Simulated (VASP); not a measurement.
# O2 in VASP: a series of runs

O2 is run at these levels: PBEsol; tasks: single point, relaxation of the atoms.

All numbers are computed with VASP 6.6.1; they aren't measurements. Logs are shortened: lines on timing, memory, paths and dates and some standing lists are left out, and cuts for length are marked.

## 1. The cell of the first run

The cell holds a molecule in a box, 2 atoms: a = 10.000 Å, b = 10.500 Å, c = 11.000 Å, α = 90.00°, β = 90.00°, γ = 90.00°.

## 2. Single point, PBEsol, collinear spin, ferromagnetic start

Input file INCAR:

```
SYSTEM = O
ALGO = Normal ; EDIFF = 1E-6
ENCUT = 520 ; GGA = PS
ISIF = 2 ; ISMEAR = 0
ISPIN = 2 ; LASPH = .TRUE.
LCHARG = .FALSE. ; LORBIT = 11
LREAL = .FALSE. ; LWAVE = .FALSE.
MAGMOM = 1 1 ; NBANDS = 17
NELM = 150 ; PREC = Accurate
SIGMA = 0.01
```

Input file KPOINTS:

```
k-points
0
G
  1 1 1
  0 0 0
```

Input file POSCAR:

```
O
1.0
   10.0000000000      0.0000000000      0.0000000000
    0.0000000000     10.5000000000      0.0000000000
    0.0000000000      0.0000000000     11.0000000000
O
2
Direct
    0.5000000000      0.5000000000      0.4449587580
    0.5000000000      0.5000000000      0.5550412420
```

Potentials or basis: VASP PAW PBE potentials, release 64 (O).

Launch:

```sh
> cat potpaw_PBE.64/O/POTCAR > POTCAR
> mpirun -np 1 vasp_gam > vasp.out
```

OUTCAR:

```text
SYSTEM = O
   EDIFF = 1E-6
   ENCUT = 520
   GGA = PS
   ISIF = 2
   ISMEAR = 0
   ISPIN = 2
   LASPH = .TRUE.
   LORBIT = 11
   LREAL = .FALSE.
   NELM = 150
   PREC = Accurate

 ion  position               nearest neighbor table
   1  0.500  0.500  0.445-   2 1.21
   2  0.500  0.500  0.555-   1 1.21

  LATTYP: Found a simple orthorhombic cell.
 ALAT       =    10.0000000000
 B/A-ratio  =     1.0500000000
 C/A-ratio  =     1.1000000000

  Lattice vectors:

 A1 = (  10.0000000000,   0.0000000000,   0.0000000000)
 A2 = (   0.0000000000,  10.5000000000,   0.0000000000)
 A3 = (   0.0000000000,   0.0000000000,  11.0000000000)

Analysis of symmetry for initial positions (statically):
=====================================================================
 Subroutine PRICEL returns:
 Original cell was already a primitive cell.

 Routine SETGRP: Setting up the symmetry group for a
 simple orthorhombic supercell.

 Subroutine GETGRP returns: Found  8 space group operations
 (whereof  8 operations were pure point group operations)
 out of a pool of  8 trial point group operations.

The static configuration has the point symmetry D_2h.

Analysis of symmetry for dynamics (positions and initial velocities):
=====================================================================
 Subroutine PRICEL returns:
 Original cell was already a primitive cell.

 Routine SETGRP: Setting up the symmetry group for a
 simple orthorhombic supercell.

 Subroutine GETGRP returns: Found  8 space group operations
 (whereof  8 operations were pure point group operations)
 out of a pool of  8 trial point group operations.

The dynamic configuration has the point symmetry D_2h.

Analysis of structural, dynamic, and magnetic symmetry:
=====================================================================
 Subroutine PRICEL returns:
 Original cell was already a primitive cell.

 Routine SETGRP: Setting up the symmetry group for a
 simple orthorhombic supercell.

 Subroutine GETGRP returns: Found  8 space group operations
 (whereof  8 operations were pure point group operations)
 out of a pool of  8 trial point group operations.

The overall configuration has the point symmetry D_2h.

 Subroutine INISYM returns: Found  8 space group operations
 (whereof  8 operations are pure point group operations),
 and found     1 'primitive' translations

----------------------------------------------------------------------------------------

                                     Primitive cell

  volume of cell :    1155.0000

  direct lattice vectors                    reciprocal lattice vectors
    10.000000000  0.000000000  0.000000000     0.100000000  0.000000000  0.000000000
     0.000000000 10.500000000  0.000000000     0.000000000  0.095238095  0.000000000
     0.000000000  0.000000000 11.000000000     0.000000000  0.000000000  0.090909091

  length of vectors
    10.000000000 10.500000000 11.000000000     0.100000000  0.095238095  0.090909091

  position of ions in fractional coordinates (direct lattice)
     0.500000000  0.500000000  0.444958758
     0.500000000  0.500000000  0.555041242

  ion indices of the primitive-cell ions
   primitive index   ion index
                 1           1
                 2           2

----------------------------------------------------------------------------------------

 KPOINTS: k-points

Automatic generation of k-mesh.
 Grid dimensions read from file:
 generate k-points for:    1    1    1

 Generating k-lattice:

  Cartesian coordinates                     Fractional coordinates (reciprocal lattice)
     0.100000000  0.000000000  0.000000000     1.000000000  0.000000000  0.000000000
     0.000000000  0.095238095  0.000000000     0.000000000  1.000000000  0.000000000
     0.000000000  0.000000000  0.090909091     0.000000000  0.000000000  1.000000000

  Length of vectors
     0.100000000  0.095238095  0.090909091

  Shift w.r.t. Gamma in fractional coordinates (k-lattice)
     0.000000000  0.000000000  0.000000000

 Subroutine IBZKPT returns following result:
 ===========================================

 Found      1 irreducible k-points:

 Following reciprocal coordinates:
            Coordinates               Weight
  0.000000  0.000000  0.000000      1.000000
   k-points           NKPTS =      1   k-points in BZ     NKDIM =      1   number of bands    NBANDS=     17
   number of dos      NEDOS =    301   number of ions     NIONS =      2
   total plane-waves  NPLWV = 537600
   dimension x,y,z NGX =    80 NGY =   80 NGZ =   84
   dimension x,y,z NGXF=   160 NGYF=  160 NGZF=  168
   ions per type =               2
   NGX,Y,Z   is equivalent  to a cutoff of  13.30, 12.67, 12.70 a.u.
   NGXF,Y,Z  is equivalent  to a cutoff of  26.60, 25.33, 25.39 a.u.
 SYSTEM =  O
   PREC   = accura    normal or accurate (medium, high low for compatibility)
   ISTART =      0    job   : 0-new  1-cont  2-samecut
   ICHARG =      2    charge: 1-file 2-atom 10-const
   ISPIN  =      2    spin polarized calculation?
   LNONCOLLINEAR =      F non collinear calculations
   LSORBIT =      F    spin-orbit coupling
   LASPH  =      T    aspherical Exc in radial PAW
   ENCUT  =  520.0 eV  38.22 Ry    6.18 a.u.  18.59 19.52 20.45*2*pi/ulx,y,z
   NELM   =    150;   NELMIN=  2; NELMDL= -5     # of ELM steps
   EDIFF  = 0.1E-05   stopping-criterion for ELM
   LREAL  =      F    real-space projection
   EDIFFG = 0.1E-04   stopping-criterion for IOM
   NSW    =      0    number of steps for IOM
   IBRION =     -1    ionic relax: 0-MD 1-quasi-New 2-CG
   NFREE  =      0    steps in history (QN), initial steepest desc. (CG)
   ISIF   =      2    stress and relaxation
   ISYM   =      2    0-nonsym 1-usesym 2-fastsym
   POTIM  = 0.5000    time-step for ionic-motion
   TEBEG  =    0.0;   TEEND  =   0.0 temperature during run
   PSTRESS=    0.0 pullay stress
   NELECT =      12.0000    total number of electrons
   NUPDOWN=      -1.0000    fix difference up-down
   EMIN   =  10.00;   EMAX   =-10.00  energy-range for DOS
   EFERMI =   0.00;   METHOD = LEGACY
   ISMEAR =     0;   SIGMA  =   0.01  broadening in eV -4-tet -1-fermi 0-gaus
   EFERMI_NEDOS =   21; number of points for ismear=-14 and -15
   IALGO  =     38    algorithm
   IMIX   =      4    mixing-type and parameters
     AMIX     =   0.40;   BMIX     =  1.00
     AMIX_MAG =   1.60;   BMIX_MAG =  1.00
  volume/ion in A,a.u.               =     577.50      3897.16
  Fermi-wavevector in a.u.,A,eV,Ry     =   0.357225  0.675056  1.736231  0.127609
  Thomas-Fermi vector in A             =   1.274455
   LORBIT       =     11    0 simple, 1 ext, 2 COOP (PROOUT), +10 PAW based schemes
   GGA     = PS    functional components
   LHFCALC =     F    Hartree Fock is set to
   AEXX    =    0.0000 exact exchange contribution
   IVDW    =     0    specifies the selected vdW correction
   LEPSILON=     F    determine dielectric tensor
   LRPA    =     F    only Hartree local field effects (RPA)
 spin polarized calculation
 Gauss-broadening in eV      SIGMA  =   0.01
  energy-cutoff  :      520.00
  volume of cell :     1155.00
 maximum number of plane-waves:     15548
 NGX is ok and might be reduce to    80
   NGX = 37   NGY = 39   NGZ = 41

 number of electron      11.9999998 magnetization       1.9999998

 Free energy of the ion-electron system (eV)
  ---------------------------------------------------
  ext. energy  EPLUGINS =         0.00000000
  ---------------------------------------------------
  free energy    TOTEN  =       -10.26751344 eV

  energy without entropy =      -10.26751344  energy(sigma->0) =      -10.26751344

 E-fermi :  -6.6095     XC(G=0):  -0.4694

 val. band max:       -6.6754433263   @ k =   0.0000   0.0000   0.0000
 cond. band min:      -4.4121696591   @ k =   0.0000   0.0000   0.0000
 fundamental gap:      2.2632736672
 Fermi energy:        -6.6094640866

 spin component 1

 k-point     1 :       0.0000    0.0000    0.0000
  band No.  band energies     occupation
      1     -32.8882      1.00000
      2     -20.2599      1.00000
      3     -13.4123      1.00000
      4     -13.4123      1.00000
      5     -13.4040      1.00000
      6      -6.6755      1.00000
      7      -6.6754      1.00000
      8      -0.2427      0.00000
      9       0.7879      0.00000
     10       1.0191      0.00000
     11       1.0575      0.00000
     12       1.1725      0.00000
     13       1.2776      0.00000
     14       1.4114      0.00000
     15       2.0678      0.00000
     16       2.3479      0.00000
     17       2.3490      0.00000
 Fermi energy:        -6.6094640866

 spin component 2

 k-point     1 :       0.0000    0.0000    0.0000
  band No.  band energies     occupation
      1     -31.6396      1.00000
      2     -18.4794      1.00000
      3     -12.3739      1.00000
      4     -11.5753      1.00000
      5     -11.5753      1.00000
      6      -4.4122      0.00000
      7      -4.4122      0.00000
      8      -0.1446      0.00000
      9       0.9760      0.00000
     10       1.0846      0.00000
     11       1.1668      0.00000
     12       1.2894      0.00000
     13       1.3234      0.00000
     14       1.4600      0.00000
     15       2.2352      0.00000
     16       2.4167      0.00000
     17       2.4842      0.00000

------------------------ aborting loop because EDIFF is reached ----------------------------------------

  FORCE on cell =-STRESS in cart. coord.  units (eV):
  Direction    XX          YY          ZZ          XY          YZ          ZX
  --------------------------------------------------------------------------------------
  -------------------------------------------------------------------------------------
  Total       -0.0722534     -0.0744864      1.5008097      0.0000000      0.0000000      0.0000000
  in kB       -0.1002275     -0.1033251      2.0818730      0.0000000      0.0000000      0.0000000
  external PRESSURE =       0.6261068 kB  Pullay stress =       0.0000000 kB

 VOLUME and BASIS-vectors are now :
 -----------------------------------------------------------------------------
  energy-cutoff  :      520.00
  volume of cell :     1155.00
      direct lattice vectors                 reciprocal lattice vectors
    10.000000000  0.000000000  0.000000000     0.100000000  0.000000000  0.000000000
     0.000000000 10.500000000  0.000000000     0.000000000  0.095238095  0.000000000
     0.000000000  0.000000000 11.000000000     0.000000000  0.000000000  0.090909091

 POSITION                                       TOTAL-FORCE (eV/Angst)
 -----------------------------------------------------------------------------------
      5.00000      5.25000      4.89455         0.000000     -0.000000     -1.304932
      5.00000      5.25000      6.10545         0.000000      0.000000      1.304932
 -----------------------------------------------------------------------------------
    total drift:                                0.000000      0.000000      0.000000

  FREE ENERGIE OF THE ION-ELECTRON SYSTEM (eV)
  ---------------------------------------------------
  free  energy   TOTEN  =       -10.2675134377 eV

  energy  without entropy=      -10.2675134377  energy(sigma->0) =      -10.26751344

 total charge

# of ion       s       p       d       tot
------------------------------------------
    1        1.609   3.306   0.000   4.915
    2        1.609   3.306   0.000   4.915
--------------------------------------------------
tot          3.218   6.612   0.000   9.830

 magnetization (x)

# of ion       s       p       d       tot
------------------------------------------
    1        0.009   0.797   0.000   0.806
    2        0.009   0.797   0.000   0.806
--------------------------------------------------
tot          0.018   1.594   0.000   1.612
```

Wall time 87 s (1 thread of Intel Xeon 6975P-C (Granite Rapids), shared host); peak memory 1.2 GiB.

Results:

```yaml
Free_energy: -10.2675 eV
Largest_force: 1.305 eV/Å
Gap_between_the_frontier_levels: 2.26 eV
Net_moment: 2.00 μB per cell
Site_moments: O +0.81 μB
Valence_electrons_inside_the_program's_atomic_spheres: O 4.92
```

Forces in eV/Å, atoms in the order of the input:
```
O    0.000  0.000 -1.305
O    0.000  0.000  1.305
```

Levels at points of the mesh, in eV from the valence-band top:
Spin up:
```tsv
k point	band 3	band 4	band 5	band 6	band 7	band 8	band 9	band 10	band 11	band 12
(0.00, 0.00, 0.00)	-6.74	-6.74	-6.73	0.00	0.00	6.43	7.46	7.69	7.73	7.85
```
Spin down:
```csv
k point,band 3,band 4,band 5,band 6,band 7,band 8
"(0.00, 0.00, 0.00)",-5.70,-4.90,-4.90,2.26,2.26,6.53
```

Caveat: the standard files for N, O and F lose accuracy on very short bonds; the PAW data sets were made with another functional, which shifts forces and pressure a little.

## 3. Single point, PBEsol, collinear spin, ferromagnetic start

INCAR is that of step 2.

KPOINTS is that of step 2.

Input file POSCAR:

```
O
1.0
   10.0000000000      0.0000000000      0.0000000000
    0.0000000000     10.5000000000      0.0000000000
    0.0000000000      0.0000000000     11.0000000000
O
2
Direct
    0.5000000000      0.5000000000      0.4449587579
    0.5000000000      0.5000000000      0.5550412421
```

Potentials or basis: VASP PAW PBE potentials, release 64 (O).

Launch:

```sh
> cat potpaw_PBE.64/O/POTCAR > POTCAR
> mpirun -np 1 vasp_gam > vasp.out
```

Run time: 3.8 min. Hardware: 1 thread of Oxide Virtual Turin-like, shared host; peak memory 1.2 GiB.

Results (log left out):

- Free energy: -10.2675 eV
- Largest force: 1.305 eV/Å
- Gap between the frontier levels: 2.26 eV
- Net moment: 2.00 μB per cell
- Site moments: O +0.81 μB
- Valence electrons inside the program's atomic spheres: O 4.92

Forces on the atoms (eV/Å):
```
O    0.000  0.000 -1.305
O    0.000  0.000  1.305
```

Levels at points of the mesh, in eV from the valence-band top:
Spin up:
```tsv
k point	band 5	band 6	band 7	band 8	band 9	band 10
(0.00, 0.00, 0.00)	-6.73	0.00	0.00	6.43	7.46	7.69
```
Spin down:
```tsv
k point	band 2	band 3	band 4	band 5	band 6	band 7	band 8	band 9
(0.00, 0.00, 0.00)	-11.80	-5.70	-4.90	-4.90	2.26	2.26	6.53	7.65
```

Caveat: the standard files for N, O and F lose accuracy on very short bonds; the PAW data sets were made with another functional, which shifts forces and pressure a little.

## 4. Relaxation of the atoms, PBEsol, collinear spin, ferromagnetic start

Input file INCAR:

```
PREC     = Accurate       # precision mode
ENCUT    = 520            # plane-wave cutoff, eV
EDIFF    = 1E-7           # SCF threshold, eV
ISMEAR   = 0              # smearing method
SIGMA    = 0.01           # smearing width, eV
LREAL    = F              # projectors in reciprocal space
LASPH    = T              # aspherical terms in the spheres
NELM     = 150            # most SCF steps
ALGO     = Normal         # electronic algorithm
ISIF     = 2              # what is computed and relaxed
LWAVE    = F              # write WAVECAR
LCHARG   = F              # write CHGCAR
ISPIN    = 2              # spin polarisation
MAGMOM   = 1 1            # initial moments
LORBIT   = 11             # projections on sites
GGA      = PS             # functional
IBRION   = 2              # ionic algorithm
NSW      = 80             # ionic steps
EDIFFG   = -0.004         # ionic threshold
```

Input file KPOINTS:

```
Automatic mesh
0
Gamma
  1 1 1
```

Input file POSCAR:

```
O
1.0
   10.0000000000      0.0000000000      0.0000000000
    0.0000000000     10.5000000000      0.0000000000
    0.0000000000      0.0000000000     11.0000000000
O
2
Direct
    0.5000000000      0.5000000000      0.4450000000
    0.5000000000      0.5000000000      0.5550000000
```

Launch:

```sh
> cat potpaw_PBE.64/O/POTCAR > POTCAR
> mpirun -np 1 vasp_gam > vasp.out
```

Run time: 12 min. Hardware: 1 thread of Oxide Virtual Turin-like, shared host; peak memory 1.2 GiB.

It converged, with:

```
Free energy                                           : -10.2779 eV
Energy gained by relaxing                             : 5.8 meV/atom
Ionic steps                                           : 4
Largest force after relaxing                          : 0.003 eV/Å
Gap between the frontier levels                       : 2.26 eV
Net moment                                            : 2.00 μB per cell
Site moments                                          : O +0.81 μB
Valence electrons inside the program's atomic spheres : O 4.89
```

Forces in eV/Å, atoms in the order of the input:
```
O    0.000  0.000  0.003
O    0.000  0.000 -0.003
```

Step by step:
| step | energy change (eV) | largest force (eV/Å) | pressure (GPa) |
| --- | --- | --- | --- |
| 1 | 0.0000 | 1.3824 | 0.07 |
| 2 | 0.3757 | 5.8057 | -0.37 |
| 3 | -0.0116 | 0.0495 | -0.01 |
| 4 | -0.0116 | 0.0031 | -0.01 |

Final structure:
```yaml
crystal:
  lattice:
    - [10.00000, 0.00000, 0.00000]
    - [0.00000, 10.50000, 0.00000]
    - [0.00000, 0.00000, 11.00000]
  atoms:
    - { symbol: O, position: [0.50000, 0.50000, 0.44422] }
    - { symbol: O, position: [0.50000, 0.50000, 0.55578] }
```

Levels at points of the mesh, in eV from the valence-band top:
Spin up:
```
           k point  band 5  band 6  band 7  band 8  band 9  band 10
(0.00, 0.00, 0.00)   -6.46    0.00    0.00    6.56    7.55     7.83
```
Spin down:
```csv
k point,band 2,band 3,band 4,band 5,band 6,band 7,band 8,band 9
"(0.00, 0.00, 0.00)",-11.81,-5.54,-4.62,-4.62,2.26,2.26,6.65,7.75
```

Caveat: the standard files for N, O and F lose accuracy on very short bonds; the PAW data sets were made with another functional, which shifts forces and pressure a little.
